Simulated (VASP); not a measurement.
# BN (P1) in VASP: further runs, part 2 of 3

VASP 6.6.1. Earlier steps stand in the parts before.

### Step 3. Single point, PBE0

This run uses another cell than the first one, of 8.08 Å³/atom.

Contents of POSCAR:

```
BN
1.0
    2.4912079273      0.0000000000      0.0000000000
   -1.2383433262      2.1616250238      0.0000000000
   -0.6264323005     -1.0808125118      3.0022538854
N B
1 1
Direct
    0.6685060000      0.3323850000      0.9849990000
    0.9796430000      0.9834990000      0.0018060000
```

Contents of INCAR.step1:

```
PREC = Accurate ; ENCUT = 520
EDIFF = 1E-5 ; ISMEAR = -1
SIGMA = 0.05 ; LREAL = F
LASPH = T ; NELM = 100
ALGO = Normal ; ISIF = 2
LWAVE = T ; LCHARG = F
GGA = PE ; NBANDS = 11
```

Contents of INCAR.step2:

```
PREC = Accurate ; ENCUT = 520
EDIFF = 1E-7 ; ISMEAR = -1
SIGMA = 0.05 ; LREAL = F
LASPH = T ; NELM = 100
ALGO = Normal ; ISIF = 2
LWAVE = F ; LCHARG = F
GGA = PE ; LHFCALC = T
AEXX = 0.25 ; PRECFOCK = Normal
ISTART = 1 ; NBANDS = 11
```

Contents of KPOINTS:

```
Automatic mesh
0
Gamma
  6 6 4
```

Potentials or basis: VASP PAW PBE potentials, release 64 (N, B).

Started as:

```
> cat potpaw_PBE.64/N/POTCAR potpaw_PBE.64/B/POTCAR > POTCAR
> cp INCAR.step1 INCAR
> mpirun -np 1 vasp_std > vasp.out
> cp INCAR.step2 INCAR
> mpirun -np 1 vasp_std > vasp.out
```

OUTCAR:

```text
PREC = Accurate
   ENCUT = 520
   EDIFF = 1E-7
   ISMEAR = -1
   LREAL = F
   LASPH = T
   NELM = 100
   ISIF = 2
   GGA = PE
   LHFCALC = T
   AEXX = 0.25
   PRECFOCK = Normal
   ISTART = 1

 ion  position               nearest neighbor table
   1  0.669  0.332  0.985-   2 1.39   2 1.43   2 1.51
   2  0.980  0.983  0.002-   1 1.39   1 1.43   1 1.51

  LATTYP: Found a face centered orthorhombic cell.
 ALAT       =     2.4984580149
 B/A-ratio  =     1.7253460764
 C/A-ratio  =     2.4032854405

  Lattice vectors:

 A1 = (  -1.8647756267,   1.0808125120,   3.0022538854)
 A2 = (   0.6264323006,   1.0808125120,   3.0022538854)
 A3 = (  -1.2383433262,   2.1616250238,   0.0000000000)

Analysis of symmetry for initial positions (statically):
=====================================================================
 Subroutine PRICEL returns:
 Original cell was already a primitive cell.

 Routine SETGRP: Setting up the symmetry group for a
 face centered orthorhombic supercell.

 Subroutine GETGRP returns: Found  1 space group operations
 (whereof  1 operations were pure point group operations)
 out of a pool of  8 trial point group operations.

The static configuration has the point symmetry C_1 .

Analysis of symmetry for dynamics (positions and initial velocities):
=====================================================================
 Subroutine PRICEL returns:
 Original cell was already a primitive cell.

 Routine SETGRP: Setting up the symmetry group for a
 face centered orthorhombic supercell.

 Subroutine GETGRP returns: Found  1 space group operations
 (whereof  1 operations were pure point group operations)
 out of a pool of  8 trial point group operations.

The dynamic configuration has the point symmetry C_1 .

 Subroutine INISYM returns: Found  1 space group operations
 (whereof  1 operations are pure point group operations),
 and found     1 'primitive' translations

----------------------------------------------------------------------------------------

                                     Primitive cell

  volume of cell :      16.1673

  direct lattice vectors                    reciprocal lattice vectors
     2.491207927  0.000000000  0.000000000     0.401411696  0.229959169  0.166541545
    -1.238343326  2.161625024  0.000000000     0.000000000  0.462614926  0.166541545
    -0.626432300 -1.080812512  3.002253885     0.000000000  0.000000000  0.333083090

  length of vectors
     2.491207927  2.491207927  3.251784357     0.491679424  0.491679424  0.333083090

  position of ions in fractional coordinates (direct lattice)
     0.668506000  0.332385000  0.984999000
     0.979643000  0.983499000  0.001806000

  ion indices of the primitive-cell ions
   primitive index   ion index
                 1           1
                 2           2

----------------------------------------------------------------------------------------

 KPOINTS: Automatic mesh

Automatic generation of k-mesh.
 Grid dimensions read from file:
 generate k-points for:    6    6    4

 Generating k-lattice:

[... 63 lines left out ...]
  0.500000  0.000000  0.250000      2.000000
 [... further k-points ...]
   k-points           NKPTS =     76   k-points in BZ     NKDIM =    144   number of bands    NBANDS=     11
   number of dos      NEDOS =    301   number of ions     NIONS =      2
   total plane-waves  NPLWV =   9600
   dimension x,y,z NGX =    20 NGY =   20 NGZ =   24
   dimension x,y,z NGXF=    40 NGYF=   40 NGZF=   48
   ions per type =               1   1
   NGX,Y,Z   is equivalent  to a cutoff of  13.35, 13.35, 12.27 a.u.
   NGXF,Y,Z  is equivalent  to a cutoff of  26.69, 26.69, 24.54 a.u.
 SYSTEM =  unknown system
   PREC   = accura    normal or accurate (medium, high low for compatibility)
   ISTART =      1    job   : 0-new  1-cont  2-samecut
   ICHARG =      0    charge: 1-file 2-atom 10-const
   ISPIN  =      1    spin polarized calculation?
   LNONCOLLINEAR =      F non collinear calculations
   LSORBIT =      F    spin-orbit coupling
   LASPH  =      T    aspherical Exc in radial PAW
   ENCUT  =  520.0 eV  38.22 Ry    6.18 a.u.   4.63  4.63  6.05*2*pi/ulx,y,z
   NELM   =    100;   NELMIN=  2; NELMDL=  0     # of ELM steps
   EDIFF  = 0.1E-06   stopping-criterion for ELM
   LREAL  =      F    real-space projection
   EDIFFG = 0.1E-05   stopping-criterion for IOM
   NSW    =      0    number of steps for IOM
   IBRION =     -1    ionic relax: 0-MD 1-quasi-New 2-CG
   NFREE  =      0    steps in history (QN), initial steepest desc. (CG)
   ISIF   =      2    stress and relaxation
   ISYM   =      3    0-nonsym 1-usesym 2-fastsym
   POTIM  = 0.5000    time-step for ionic-motion
   TEBEG  =    0.0;   TEEND  =   0.0 temperature during run
   PSTRESS=    0.0 pullay stress
   NELECT =       8.0000    total number of electrons
   NUPDOWN=      -1.0000    fix difference up-down
   EMIN   =  10.00;   EMAX   =-10.00  energy-range for DOS
   EFERMI =   0.00;   METHOD = LEGACY
   ISMEAR =    -1;   SIGMA  =   0.05  broadening in eV -4-tet -1-fermi 0-gaus
   EFERMI_NEDOS =   21; number of points for ismear=-14 and -15
   IALGO  =     38    algorithm
   IMIX   =      1    mixing-type and parameters
     AMIX     =   0.40;   BMIX     =  1.00
     AMIX_MAG =   1.60;   BMIX_MAG =  1.00
  volume/ion in A,a.u.               =       8.08        54.55
  Fermi-wavevector in a.u.,A,eV,Ry     =   1.294868  2.446946 22.812667  1.676684
  Thomas-Fermi vector in A             =   2.426424
   LORBIT       =      0    0 simple, 1 ext, 2 COOP (PROOUT), +10 PAW based schemes
   GGA     = PE    functional components
   LHFCALC =     T    Hartree Fock is set to
   PRECFOCK=normal    Normal, Fast or Accurate (Low or Medium for compatibility)
   ENCUT4O =  -1.0   cutoff for four orbital integrals eV
   NKREDX  =     1    reduce k-point grid by
   NKREDY  =     1    reduce k-point grid by
   NKREDZ  =     1    reduce k-point grid by
   AEXX    =    0.2500 exact exchange contribution
   HFSCREEN=    0.0000 screening length (either q_TF or 0.3 A-1)
   HFSCREENC=   0.0000 screening length for correlation (either q_TF or 0.3 A-1)
   ENCUTFOCK=  -1.0 apply spherical cutoff to Coloumb kernel
   IVDW    =     0    specifies the selected vdW correction
   LEPSILON=     F    determine dielectric tensor
   LRPA    =     F    only Hartree local field effects (RPA)
 non-spin polarized calculation
  energy-cutoff  :      520.00
  volume of cell :       16.17
 maximum number of plane-waves:       448
 NGX is ok and might be reduce to    20
  NGX = 14; NGY = 14; NGZ = 20

 number of electron       8.0000000 magnetization

 Free energy of the ion-electron system (eV)
  ---------------------------------------------------
  ext. energy  EPLUGINS =         0.00000000
  ---------------------------------------------------
  free energy    TOTEN  =       -21.17611816 eV

  energy without entropy =      -21.17611816  energy(sigma->0) =      -21.17611816

 E-fermi :   3.2608     XC(G=0):  -8.4902

 val. band max:        2.2326523440   @ k =   0.5000   0.5000   0.0000
 cond. band min:       7.1516044856   @ k =   0.5000   0.5000   0.5000
 fundamental gap:      4.9189521417
 Fermi energy:         3.2607508917

 k-point     1 :       0.0000    0.0000    0.0000
  band No.  band energies     occupation
      1     -17.9044      2.00000
      2      -1.8657      2.00000
      3      -0.4287      2.00000
      4       1.3650      2.00000
      5       9.8996      0.00000
      6      15.2320      0.00000
      7      17.3875      0.00000
      8      18.5617      0.00000
      9      20.2348      0.00000
     10      30.6240      0.00000
     11      32.3699      0.00000
[... 309 lines left out ...]
 k-point    24 :       0.5000    0.0000    0.2500
  band No.  band energies     occupation
      1     -14.1346      2.00000
      2      -7.7213      2.00000
      3      -3.0717      2.00000
      4       0.4583      2.00000
      5       9.9473      0.00000
      6      14.0838      0.00000
      7      18.2345      0.00000
      8      21.7159      0.00000
      9      27.0618      0.00000
     10      27.5857      0.00000
     11      28.8967      0.00000

 [... further k-points ...]
[... 5 lines left out ...]
  --------------------------------------------------------------------------------------
  -------------------------------------------------------------------------------------
  Total       -0.2757557      1.0654988      0.7881589     -0.5593943      0.1252398      0.0611137
  in kB      -27.3273397    105.5907319     78.1064021    -55.4358711     12.4112374      6.0563543
  external PRESSURE =      52.1232648 kB  Pullay stress =       0.0000000 kB

 VOLUME and BASIS-vectors are now :
 -----------------------------------------------------------------------------
  energy-cutoff  :      520.00
  volume of cell :       16.17
      direct lattice vectors                 reciprocal lattice vectors
     2.491207927  0.000000000  0.000000000     0.401411696  0.229959169  0.166541545
    -1.238343326  2.161625024  0.000000000     0.000000000  0.462614926  0.166541545
    -0.626432300 -1.080812512  3.002253885     0.000000000  0.000000000  0.333083090

 POSITION                                       TOTAL-FORCE (eV/Angst)
 -----------------------------------------------------------------------------------
      0.63675     -0.34611      2.95722        -1.794808     -2.238211      0.630482
      1.22145      2.12400      0.00542         1.794808      2.238211     -0.630482
 -----------------------------------------------------------------------------------
    total drift:                               -0.000061      0.000011     -0.000089

  FREE ENERGIE OF THE ION-ELECTRON SYSTEM (eV)
  ---------------------------------------------------
  free  energy   TOTEN  =       -21.1761181630 eV

  energy  without entropy=      -21.1761181629  energy(sigma->0) =      -21.17611816
```

It took 13 min on 1 thread of Intel Xeon Platinum 8259CL at 2.50GHz (Skylake/Cascade Lake), shared host; peak memory 0.14 GiB.

Results:

| Property | Result |
| --- | --- |
| Free energy | -21.1761 eV |
| Pressure | 5.2 GPa |
| Largest force | 2.937 eV/Å |
| Band gap on the k mesh | 4.92 eV (least direct gap 6.72 eV) |

Forces in eV/Å, atoms in the order of the input:
```
N   -1.795 -2.238  0.630
B    1.795  2.238 -0.630
```

Levels at points of the mesh, in eV from the valence-band top:
```tsv
k point	band 1	band 2	band 3	band 4	band 5	band 6	band 7	band 8
(0.00, 0.00, 0.00)	-20.14	-4.10	-2.66	-0.87	7.67	13.00	15.15	16.33
(0.50, 0.00, 0.00)	-16.36	-9.98	-5.30	-1.63	7.19	12.18	16.38	20.13
(0.00, 0.50, 0.00)	-16.54	-10.27	-4.48	-1.04	6.01	12.29	16.68	20.10
(0.50, 0.50, 0.00)	-16.63	-10.46	-4.65	0.00	8.80	11.68	15.01	17.14
(0.00, 0.00, 0.50)	-19.50	-7.72	-2.69	-0.92	12.69	13.76	15.13	15.60
(0.50, 0.00, 0.50)	-16.36	-9.99	-5.30	-1.52	6.84	12.21	16.68	20.30
(0.00, 0.50, 0.50)	-16.54	-10.26	-4.48	-1.14	6.24	12.23	16.51	19.98
(0.50, 0.50, 0.50)	-16.27	-9.88	-4.81	-2.31	4.92	11.78	18.41	23.25
```

Caveat: the k points lie up to 0.52 Å⁻¹ apart; the PAW data sets were made with another functional, which shifts forces and pressure a little.

### Step 4. Single point, r2SCAN

This run uses another cell than the first one, of 7.75 Å³/atom.

Contents of POSCAR:

```
BN
1.0
    2.4568420491      0.0000000000      0.0000000000
   -1.2212605467      2.1318056974      0.0000000000
   -0.6177907512     -1.0659028487      2.9608381970
N B
1 1
Direct
    0.6685060000      0.3323850000      0.9849990000
    0.9796430000      0.9834990000      0.0018060000
```

Contents of INCAR.step1:

```
  PREC = Accurate
  ENCUT = 520
  ISMEAR = -1
  SIGMA = 0.05
  LREAL = False
  LASPH = True
  NELM = 80
  NBANDS = 11
  GGA = PE
  ALGO = Normal
  EDIFF = 1E-4
  LWAVE = True
  LCHARG = False
```

Contents of INCAR.step2:

```
  PREC = Accurate
  ENCUT = 520
  EDIFF = 1E-6
  ISMEAR = -1
  SIGMA = 0.05
  LREAL = False
  LASPH = True
  NELM = 80
  ALGO = Normal
  ISIF = 2
  LWAVE = False
  LCHARG = True
  METAGGA = R2SCAN
  LMIXTAU = True
  LELF = True
  LVHAR = True
  NBANDS = 11
  ISTART = 1
```

Contents of KPOINTS:

```
Automatic mesh
0
Gamma
  13 13 9
```

Potentials or basis: VASP PAW PBE potentials, release 64 (N, B).

Started as:

```
> cat potpaw_PBE.64/N/POTCAR potpaw_PBE.64/B/POTCAR > POTCAR
> cp INCAR.step1 INCAR
> mpirun -np 1 vasp_std > vasp.out
> cp INCAR.step2 INCAR
> mpirun -np 1 vasp_std > vasp.out
```

OUTCAR:

```text
PREC = Accurate
   ENCUT = 520
   EDIFF = 1E-6
   ISMEAR = -1
   LREAL = False
   LASPH = True
   NELM = 80
   ISIF = 2
   METAGGA = R2SCAN
   ISTART = 1

 ion  position               nearest neighbor table
   1  0.669  0.332  0.985-   2 1.37   2 1.41   2 1.49
   2  0.980  0.983  0.002-   1 1.37   1 1.41   1 1.49

  LATTYP: Found a face centered orthorhombic cell.
 ALAT       =     2.4639921227
 B/A-ratio  =     1.7253460765
 C/A-ratio  =     2.4032854405
[... 535 lines left out ...]
      3      -1.5803      2.00000
      4       0.9489      2.00000
      5      11.6166      0.00000
      6      15.3010      0.00000
      7      17.3784      0.00000
      8      21.2461      0.00000
      9      22.4313      0.00000
     10      26.7125      0.00000
     11      30.7283      0.00000

 [... further k-points ...]
[... 5 lines left out ...]
  --------------------------------------------------------------------------------------
  -------------------------------------------------------------------------------------
  Total        1.6975620      3.3344238      0.8200656     -0.6810773      0.1350210      0.0673894
  in kB      175.3867119    344.5020758     84.7265788    -70.3667493     13.9499364      6.9624630
  external PRESSURE =     201.5384555 kB  Pullay stress =       0.0000000 kB

 VOLUME and BASIS-vectors are now :
 -----------------------------------------------------------------------------
  energy-cutoff  :      520.00
  volume of cell :       15.51
      direct lattice vectors                 reciprocal lattice vectors
     2.456842049  0.000000000  0.000000000     0.407026573  0.233175798  0.168871099
    -1.221260547  2.131805697  0.000000000     0.000000000  0.469085903  0.168871099
    -0.617790751 -1.065902849  2.960838197     0.000000000  0.000000000  0.337742198

 POSITION                                       TOTAL-FORCE (eV/Angst)
 -----------------------------------------------------------------------------------
      0.62796     -0.34133      2.91642        -1.910623     -2.403217      0.584930
      1.20460      2.09470      0.00535         1.910623      2.403217     -0.584930
 -----------------------------------------------------------------------------------
    total drift:                                0.000101      0.000062      0.000114

  FREE ENERGIE OF THE ION-ELECTRON SYSTEM (eV)
  ---------------------------------------------------
  free  energy   TOTEN  =       -19.0772694307 eV

  energy  without entropy=      -19.0772694307  energy(sigma->0) =      -19.07726943
```

OUTCAR.step1:

```text
PREC = Accurate
   ENCUT = 520
   ISMEAR = -1
   LREAL = False
   LASPH = True
[... 580 lines left out ...]
      0.62796     -0.34133      2.91642        -1.915759     -2.401039      0.545295
      1.20460      2.09470      0.00535         1.915759      2.401039     -0.545295
 -----------------------------------------------------------------------------------
    total drift:                               -0.000181     -0.000130     -0.000178

  FREE ENERGIE OF THE ION-ELECTRON SYSTEM (eV)
  ---------------------------------------------------
  free  energy   TOTEN  =       -17.3189448205 eV

  energy  without entropy=      -17.3189448205  energy(sigma->0) =      -17.31894482
```

OSZICAR.step1:

```text
N       E                     dE             d eps       ncg     rms          rms(c)
DAV:   1     0.124338625368E+02    0.12434E+02   -0.48061E+03 17126   0.700E+02
DAV:   2    -0.185648002319E+02   -0.30999E+02   -0.29841E+02 19768   0.165E+02
DAV:   3    -0.192293605530E+02   -0.66456E+00   -0.66355E+00 20378   0.218E+01
DAV:   4    -0.192308545564E+02   -0.14940E-02   -0.14940E-02 18230   0.114E+00
DAV:   5    -0.192308589468E+02   -0.43904E-05   -0.43903E-05 20323   0.564E-02    0.837E+00
DAV:   6    -0.175272680239E+02    0.17036E+01   -0.51975E+00 19206   0.130E+01    0.385E+00
DAV:   7    -0.173547798646E+02    0.17249E+00   -0.28576E-01 19908   0.401E+00    0.231E+00
DAV:   8    -0.173184307245E+02    0.36349E-01   -0.10435E-01 20015   0.210E+00    0.298E-01
DAV:   9    -0.173186908455E+02   -0.26012E-03   -0.23456E-03 18011   0.423E-01    0.146E-01
DAV:  10    -0.173189308132E+02   -0.23997E-03   -0.37836E-04 18834   0.150E-01    0.240E-02
DAV:  11    -0.173189448205E+02   -0.14007E-04   -0.23396E-05  9860   0.371E-02
   1 F= -.17318945E+02 E0= -.17318945E+02  d E =-.117790E-10
```

It took 5.1 min on 1 thread of Intel Xeon Platinum 8488C (Sapphire Rapids), shared host; peak memory 0.23 GiB.

Results:

```yaml
Free_energy: -19.0773 eV
Pressure: 20.2 GPa
Largest_force: 3.125 eV/Å
Band_gap_on_the_k_mesh: 3.29 eV (least direct gap 5.38 eV)
```

Forces in eV/Å, atoms in the order of the input:
```
N   -1.911 -2.403  0.585
B    1.911  2.403 -0.585
```

Stress tensor (GPa, compression positive):
```
17.54 -7.04  0.70
-7.04 34.45  1.39
 0.70  1.39  8.47
```

Caveat: the cell stands under pressure; the PAW data sets were made with another functional, which shifts forces and pressure a little; an odd mesh through Γ misses points on the zone boundary, where band edges can lie.

(Part 2 of 3 ends here.)
